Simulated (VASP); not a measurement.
Input of a VASP 6.6.1 run:

File INCAR:

```
SYSTEM = Ga2O3
PREC = Accurate ; ENCUT = 520
EDIFF = 1E-7 ; ISMEAR = 0
SIGMA = 0.1 ; LREAL = .False.
LASPH = .True. ; NELM = 150
ALGO = Normal ; ISIF = 2
LWAVE = .False. ; LCHARG = .True.
ISPIN = 2 ; MAGMOM = 0 0 1 1 1
LORBIT = 11 ; GGA = PE
LELF = .True. ; LVHAR = .True.
NBANDS = 34
```

The input KPOINTS:

```
Automatic mesh
0
Gamma
  6 6 4
  0 0 0
```

Contents of POSCAR:

```
Ga2O3
1.0
    3.1910990100      0.0000000000      0.0000000000
   -1.5955495000      2.7635728100      0.0000000000
    0.0000000000      0.0000000000      6.9951191000
Ga O
2 3
Direct
    0.0000000000      0.0000000000      0.6949416400
    0.0000000000      0.0000000000      0.3050583600
    0.3333333300      0.6666666700      0.6736044100
    0.3333333300      0.6666666700      0.3263955900
    0.0000000000      0.0000000000      0.0000000000
```

Potentials or basis: VASP PAW PBE potentials, release 64 (Ga_d, O).

Command:

```console
$ cat potpaw_PBE.64/Ga_d/POTCAR potpaw_PBE.64/O/POTCAR > POTCAR
$ mpirun -np 1 vasp_std > vasp.out
```

Task: Predict the site moments.

Result: Ga -0.04; O -0.03, +0.49 (each value once) μB.

Task: Predict the largest force.

Result: 4.651 eV/Å.

Forces on the atoms (eV/Å):
```
Ga   0.000  0.000  4.651
Ga   0.000  0.000 -4.651
O    0.000  0.000  0.051
O    0.000  0.000 -0.051
O    0.000  0.000  0.000
```

Caveat: the k points lie up to 0.38 Å⁻¹ apart; a moment this small can come from the mesh or the smearing; forces of over 1 eV/Å act on the atoms, so gaps and moduli don't describe the material at rest.
